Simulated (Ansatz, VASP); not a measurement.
## One calculation of In4Sb, two programs

INCAR

```
PREC     = Accurate       # precision mode
ENCUT    = 600            # plane-wave cutoff, eV
EDIFF    = 1E-6           # SCF threshold, eV
ISMEAR   = 0              # smearing method
SIGMA    = 0.1            # smearing width, eV
LREAL    = False          # projectors in reciprocal space
LASPH    = True           # aspherical terms in the spheres
NELM     = 60             # most SCF steps
ALGO     = Fast           # electronic algorithm
ISIF     = 3              # what is computed and relaxed
LWAVE    = False          # write WAVECAR
LCHARG   = False          # write CHGCAR
GGA      = PE             # functional
IBRION   = 2              # ionic algorithm
NSW      = 100            # ionic steps
EDIFFG   = -0.01          # ionic threshold
```

The input KPOINTS:

```
Automatic mesh
0
Gamma
  8 8 8
```

POSCAR

```
In4Sb
1.0
   -3.4877459586      3.4877459586      3.4877459586
    3.4877459586     -3.4877459586      3.4877459586
    3.4877459586      3.4877459586     -3.4877459586
In Sb
4 1
Direct
    0.5000000000      0.5000000000      0.5000000000
    0.5000000000      0.0000000000      0.0000000000
    0.0000000000      0.0000000000      0.5000000000
    0.0000000000      0.5000000000      0.0000000000
    0.0000000000      0.0000000000      0.0000000000
```

Input for Ansatz:

```yaml
crystal:
  lattice:
    - [-3.4877459586, 3.4877459586, 3.4877459586]
    - [3.4877459586, -3.4877459586, 3.4877459586]
    - [3.4877459586, 3.4877459586, -3.4877459586]
  atoms:
    - { symbol: In, position: [0.5, 0.5, 0.5] }
    - { symbol: In, position: [0.5, 0.0, 0.0] }
    - { symbol: In, position: [0.0, 0.0, 0.5] }
    - { symbol: In, position: [0.0, 0.5, 0.0] }
    - { symbol: Sb, position: [0.0, 0.0, 0.0] }
basis:
  ecutwfc: 420
kpoints:
  mp_grid: { grid: [8, 8, 8] }
hamiltonian:
  xc: pbe
scf:
  occupations: { method: gaussian, width: 0.1 }
output:
  forces: true
  stress: true
  eigenvalues: true
relax:
  adjacent_minimum: "off"
  f_tol: 0.01
  max_steps: 80
  cell: { stress_tol: 0.05 }
```

Change from the starting cell: species swapped into the Hg4Pt type (Im-3m, No. 229).

Alike in both runs: task relaxation of cell and atoms; functional PBE; k mesh 8 × 8 × 8; occupations gaussian, width 0.1 eV; no spin polarisation.

|  | VASP | Ansatz |
| --- | --- | --- |
| version | VASP 6.6.1 | Ansatz 0.2.0 |
| potentials or method | VASP PAW PBE potentials, release 64 (In_d, Sb), cutoff 600 eV | scalar-relativistic, plane waves, PAW |
| valence electrons in the cell | 57 | 67 |

|  | VASP | Ansatz | Ansatz less VASP |
| --- | --- | --- | --- |
| gap on the k mesh at the Fermi level, each at its own relaxed structure (eV) | none | none | - |
| relaxed volume (Å³/atom) | 35.61 | 35.64 | +0.027 |
| relaxed cell length with the largest relative difference (Å) | 6.139 | 6.140 | +0.0016 |

A gap of «none» marks a metal or a gap that the smearing closes. VASP's potentials hold 57 valence electrons a cell and Ansatz's 67, so a difference there can come from the potentials and not from the codes.

Spin-orbit coupling is off throughout.
